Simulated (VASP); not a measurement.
# Zr5N5 in VASP: single point with PBE

Aim: the single point of Zr5N5 with PBE.

All numbers are computed with VASP 6.6.1; they aren't measurements. Logs are shortened: lines on timing, memory, paths and dates and some standing lists are left out, and cuts for length are marked.

**1. The cell of the first run**

The cell holds a cluster in a box, 10 atoms: a = 13.100 Å, b = 11.100 Å, c = 13.700 Å, α = 90.00°, β = 90.00°, γ = 90.00°.

**2. Single point, PBE, collinear spin, ferromagnetic start**

The input, INCAR:

```
SYSTEM = ZrN
ALGO = Normal
EDIFF = 1E-6
ENCUT = 1000
GGA = PE
GGA_COMPAT = .FALSE.
ISIF = 2
ISMEAR = 0
ISPIN = 2
LASPH = .TRUE.
LCHARG = .FALSE.
LMAXMIX = 4
LORBIT = 11
LREAL = .FALSE.
LWAVE = .FALSE.
MAGMOM = 1.2 1.2 1.2 1.2 1.2 0.4 0.4 0.4 0.4 0.4
NBANDS = 58
NELM = 200
PREC = Accurate
SIGMA = 0.05
```

The input, KPOINTS:

```
k-points
0
G
  1 1 1
  0 0 0
```

The input, POSCAR:

```
ZrN
1.0
   13.1000000000      0.0000000000      0.0000000000
    0.0000000000     11.1000000000      0.0000000000
    0.0000000000      0.0000000000     13.7000000000
Zr N
5 5
Direct
    0.4925404904      0.3822390491      0.5014314061
    0.4892310342      0.5705449021      0.3363716857
    0.4958159540      0.5809830412      0.6579789331
    0.3248695543      0.5768481211      0.5000127222
    0.6614067419      0.5746086781      0.4939538631
    0.3302804972      0.4142699875      0.4983341817
    0.6552862017      0.4125803342      0.5026248052
    0.4955126250      0.4085046943      0.3453018204
    0.4907358094      0.4184995164      0.6560200897
    0.4931638445      0.5864989663      0.4969577169
```

Potentials or basis: VASP PAW PBE potentials, release 64 (Zr_sv, N_h).

Started as:

```sh
$ cat potpaw_PBE.64/Zr_sv/POTCAR potpaw_PBE.64/N_h/POTCAR > POTCAR
$ mpirun -np 1 vasp_gam > vasp.out
```

OUTCAR:

```text
SYSTEM = ZrN
   EDIFF = 1E-6
   ENCUT = 1000
   GGA = PE
   ISIF = 2
   ISMEAR = 0
   ISPIN = 2
   LASPH = .TRUE.
   LORBIT = 11
   LREAL = .FALSE.
   NELM = 200
   PREC = Accurate

 ion  position               nearest neighbor table
   1  0.493  0.382  0.501-   6 2.16   9 2.16   7 2.16   8 2.16  10 2.27   5 3.08   3 3.08   2 3.08
                             4 3.08
   2  0.489  0.571  0.336-   8 1.80  10 2.21   1 3.08   4 3.11   5 3.12
   3  0.496  0.581  0.658-   9 1.80  10 2.21   1 3.08   4 3.11   5 3.12
   4  0.325  0.577  0.500-   6 1.81  10 2.21   1 3.08   2 3.11   3 3.11
   5  0.661  0.575  0.494-   7 1.80  10 2.21   1 3.08   2 3.12   3 3.12
   6  0.330  0.414  0.498-   4 1.81   1 2.16
   7  0.655  0.413  0.503-   5 1.80   1 2.16
   8  0.496  0.409  0.345-   2 1.80   1 2.16
   9  0.491  0.418  0.656-   3 1.80   1 2.16
  10  0.493  0.586  0.497-   3 2.21   4 2.21   2 2.21   5 2.21   1 2.27

  LATTYP: Found a simple orthorhombic cell.
 ALAT       =    11.1000000000
 B/A-ratio  =     1.1801801802
 C/A-ratio  =     1.2342342342

  Lattice vectors:

 A1 = (   0.0000000000, -11.1000000000,   0.0000000000)
 A2 = (  13.1000000000,   0.0000000000,   0.0000000000)
 A3 = (   0.0000000000,   0.0000000000,  13.7000000000)

Analysis of symmetry for initial positions (statically):
=====================================================================
 Subroutine PRICEL returns:
 Original cell was already a primitive cell.

 Routine SETGRP: Setting up the symmetry group for a
 simple orthorhombic supercell.

 Subroutine GETGRP returns: Found  1 space group operations
 (whereof  1 operations were pure point group operations)
 out of a pool of  8 trial point group operations.

The static configuration has the point symmetry C_1 .

Analysis of symmetry for dynamics (positions and initial velocities):
=====================================================================
 Subroutine PRICEL returns:
 Original cell was already a primitive cell.

 Routine SETGRP: Setting up the symmetry group for a
 simple orthorhombic supercell.

 Subroutine GETGRP returns: Found  1 space group operations
 (whereof  1 operations were pure point group operations)
 out of a pool of  8 trial point group operations.

The dynamic configuration has the point symmetry C_1 .

Analysis of structural, dynamic, and magnetic symmetry:
=====================================================================
 Subroutine PRICEL returns:
 Original cell was already a primitive cell.

 Routine SETGRP: Setting up the symmetry group for a
 simple orthorhombic supercell.

 Subroutine GETGRP returns: Found  1 space group operations
 (whereof  1 operations were pure point group operations)
 out of a pool of  8 trial point group operations.

The overall configuration has the point symmetry C_1 .

 Subroutine INISYM returns: Found  1 space group operations
 (whereof  1 operations are pure point group operations),
 and found     1 'primitive' translations

----------------------------------------------------------------------------------------

                                     Primitive cell

  volume of cell :    1992.1170

  direct lattice vectors                    reciprocal lattice vectors
    13.100000000  0.000000000  0.000000000     0.076335878  0.000000000  0.000000000
     0.000000000 11.100000000  0.000000000     0.000000000  0.090090090  0.000000000
     0.000000000  0.000000000 13.700000000     0.000000000  0.000000000  0.072992701

  length of vectors
    13.100000000 11.100000000 13.700000000     0.076335878  0.090090090  0.072992701

  position of ions in fractional coordinates (direct lattice)
     0.492540490  0.382239049  0.501431406
     0.489231034  0.570544902  0.336371686
     0.495815954  0.580983041  0.657978933
     0.324869554  0.576848121  0.500012722
     0.661406742  0.574608678  0.493953863
     0.330280497  0.414269987  0.498334182
     0.655286202  0.412580334  0.502624805
     0.495512625  0.408504694  0.345301820
     0.490735809  0.418499516  0.656020090
     0.493163845  0.586498966  0.496957717
[... 50 lines left out ...]
   NGXF,Y,Z  is equivalent  to a cutoff of  35.53, 35.95, 34.95 a.u.
 SYSTEM =  ZrN
   PREC   = accura    normal or accurate (medium, high low for compatibility)
   ISTART =      0    job   : 0-new  1-cont  2-samecut
   ICHARG =      2    charge: 1-file 2-atom 10-const
   ISPIN  =      2    spin polarized calculation?
   LNONCOLLINEAR =      F non collinear calculations
   LSORBIT =      F    spin-orbit coupling
   LASPH  =      T    aspherical Exc in radial PAW
   ENCUT  = 1000.0 eV  73.50 Ry    8.57 a.u.  33.78 28.62 35.32*2*pi/ulx,y,z
   NELM   =    200;   NELMIN=  2; NELMDL= -5     # of ELM steps
   EDIFF  = 0.1E-05   stopping-criterion for ELM
   LREAL  =      F    real-space projection
   EDIFFG = 0.1E-04   stopping-criterion for IOM
   NSW    =      0    number of steps for IOM
   IBRION =     -1    ionic relax: 0-MD 1-quasi-New 2-CG
   NFREE  =      0    steps in history (QN), initial steepest desc. (CG)
   ISIF   =      2    stress and relaxation
   ISYM   =      2    0-nonsym 1-usesym 2-fastsym
   POTIM  = 0.5000    time-step for ionic-motion
   TEBEG  =    0.0;   TEEND  =   0.0 temperature during run
   PSTRESS=    0.0 pullay stress
   NELECT =      85.0000    total number of electrons
   NUPDOWN=      -1.0000    fix difference up-down
   EMIN   =  10.00;   EMAX   =-10.00  energy-range for DOS
   EFERMI =   0.00;   METHOD = LEGACY
   ISMEAR =     0;   SIGMA  =   0.05  broadening in eV -4-tet -1-fermi 0-gaus
   EFERMI_NEDOS =   21; number of points for ismear=-14 and -15
   IALGO  =     38    algorithm
   IMIX   =      4    mixing-type and parameters
     AMIX     =   0.40;   BMIX     =  1.00
     AMIX_MAG =   1.60;   BMIX_MAG =  1.00
  volume/ion in A,a.u.               =     199.21      1344.35
  Fermi-wavevector in a.u.,A,eV,Ry     =   0.572062  1.081040  4.452569  0.327255
  Thomas-Fermi vector in A             =   1.612781
   LORBIT       =     11    0 simple, 1 ext, 2 COOP (PROOUT), +10 PAW based schemes
   GGA     = PE    functional components
   LHFCALC =     F    Hartree Fock is set to
   AEXX    =    0.0000 exact exchange contribution
   IVDW    =     0    specifies the selected vdW correction
   LEPSILON=     F    determine dielectric tensor
   LRPA    =     F    only Hartree local field effects (RPA)
 spin polarized calculation
 Gauss-broadening in eV      SIGMA  =   0.05
  energy-cutoff  :     1000.00
  volume of cell :     1992.12
 maximum number of plane-waves:     71557
 NGX is ok and might be reduce to   140
   NGX = 67   NGY = 57   NGZ = 71

 number of electron      85.0000000 magnetization       3.0000165

 Free energy of the ion-electron system (eV)
  ---------------------------------------------------
  ext. energy  EPLUGINS =         0.00000000
  ---------------------------------------------------
  free energy    TOTEN  =       -80.74947802 eV

  energy without entropy =      -80.74947802  energy(sigma->0) =      -80.74947802

 E-fermi :  -2.6018     XC(G=0):  -1.8218

 val. band max:       -2.9693042286   @ k =   0.0000   0.0000   0.0000
 cond. band min:      -2.3611742004   @ k =   0.0000   0.0000   0.0000
 fundamental gap:      0.6081300282
 Fermi energy:        -2.6017521132

 spin component 1

 k-point     1 :       0.0000    0.0000    0.0000
  band No.  band energies     occupation
      1     -51.5615      1.00000
      2     -51.4476      1.00000
      3     -51.4339      1.00000
      4     -51.4322      1.00000
      5     -51.3977      1.00000
      6     -30.3502      1.00000
[... 46 lines left out ...]
     53      -0.5286      0.00000
     54      -0.5233      0.00000
 Fermi energy:        -2.6017521132

 spin component 2

 k-point     1 :       0.0000    0.0000    0.0000
  band No.  band energies     occupation
      1     -51.5492      1.00000
      2     -51.2189      1.00000
      3     -51.1922      1.00000
      4     -51.1908      1.00000
      5     -51.1582      1.00000
      6     -30.2209      1.00000
[... 46 lines left out ...]
     53      -0.2856      0.00000
     54      -0.2782      0.00000
 [bands above 54 left out]

------------------------ aborting loop because EDIFF is reached ----------------------------------------

  FORCE on cell =-STRESS in cart. coord.  units (eV):
  Direction    XX          YY          ZZ          XY          YZ          ZX
  --------------------------------------------------------------------------------------
  -------------------------------------------------------------------------------------
  Total        0.1867862      0.6317267      0.1830339      0.0329597     -0.0032254     -0.0048369
  in kB        0.1502244      0.5080717      0.1472066      0.0265081     -0.0025940     -0.0038901
  external PRESSURE =       0.2685009 kB  Pullay stress =       0.0000000 kB

 VOLUME and BASIS-vectors are now :
 -----------------------------------------------------------------------------
  energy-cutoff  :     1000.00
  volume of cell :     1992.12
      direct lattice vectors                 reciprocal lattice vectors
    13.100000000  0.000000000  0.000000000     0.076335878  0.000000000  0.000000000
     0.000000000 11.100000000  0.000000000     0.000000000  0.090090090  0.000000000
     0.000000000  0.000000000 13.700000000     0.000000000  0.000000000  0.072992701

 POSITION                                       TOTAL-FORCE (eV/Angst)
 -----------------------------------------------------------------------------------
      6.45228      4.24285      6.86961        -0.012283     -0.054497     -0.015975
      6.40893      6.33305      4.60829         0.011638      0.104213     -0.043102
      6.49519      6.44891      9.01431         0.009593      0.114923      0.021239
      4.25579      6.40301      6.85017        -0.032289      0.087155      0.014442
      8.66443      6.37816      6.76717         0.018417      0.105229     -0.006973
      4.32667      4.59840      6.82718        -0.009028     -0.084259     -0.002936
      8.58425      4.57964      6.88596         0.007554     -0.088480      0.014267
      6.49122      4.53440      4.73063        -0.001987     -0.099391      0.001824
      6.42864      4.64534      8.98748        -0.000048     -0.097616      0.010565
      6.46045      6.51014      6.80832         0.008434      0.012723      0.006650
 -----------------------------------------------------------------------------------
    total drift:                               -0.000079     -0.000153     -0.000030

  FREE ENERGIE OF THE ION-ELECTRON SYSTEM (eV)
  ---------------------------------------------------
  free  energy   TOTEN  =       -80.7494780193 eV

  energy  without entropy=      -80.7494780193  energy(sigma->0) =      -80.74947802

 total charge

# of ion       s       p       d       tot
------------------------------------------
    1        2.167   6.022   1.601   9.791
    2        2.227   5.936   2.038  10.200
    3        2.227   5.936   2.036  10.199
    4        2.228   5.936   2.034  10.199
    5        2.226   5.936   2.037  10.200
    6        0.768   1.438   0.000   2.206
    7        0.768   1.439   0.000   2.207
    8        0.768   1.438   0.000   2.206
    9        0.768   1.439   0.000   2.207
   10        0.732   1.467   0.000   2.199
--------------------------------------------------
tot         14.879  36.988   9.747  61.614

 magnetization (x)

# of ion       s       p       d       tot
------------------------------------------
    1       -0.001  -0.001  -0.003  -0.006
    2        0.028   0.010   0.371   0.410
    3        0.028   0.010   0.370   0.408
    4        0.027   0.010   0.369   0.406
    5        0.029   0.010   0.373   0.412
    6       -0.001  -0.021   0.000  -0.022
    7       -0.001  -0.022   0.000  -0.023
    8       -0.001  -0.022   0.000  -0.023
    9       -0.001  -0.022   0.000  -0.022
   10       -0.003  -0.004   0.000  -0.006
--------------------------------------------------
tot          0.106  -0.052   1.481   1.535
```

It took 34 min on 1 thread of Intel Xeon Platinum 8375C at 2.90GHz (Ice Lake), shared host; peak memory 5.5 GiB.

What came out:

| Item | Value |
| --- | --- |
| Free energy | -80.7495 eV |
| Largest force | 0.117 eV/Å |
| Gap between the frontier levels | 0.61 eV |
| Net moment | 3.00 μB per cell |
| Site moments | Zr -0.01, +0.41 (each value once); N -0.02, -0.01 (each value once) μB |
| Valence electrons inside the program's atomic spheres | Zr 9.79, 10.20 (each value once); N 2.21, 2.20 (each value once) |

Forces in eV/Å, atoms in the order of the input:
```
Zr  -0.012 -0.054 -0.016
Zr   0.012  0.104 -0.043
Zr   0.010  0.115  0.021
Zr  -0.032  0.087  0.014
Zr   0.018  0.105 -0.007
N   -0.009 -0.084 -0.003
N    0.008 -0.088  0.014
N   -0.002 -0.099  0.002
N    0.000 -0.098  0.011
N    0.008  0.013  0.007
```
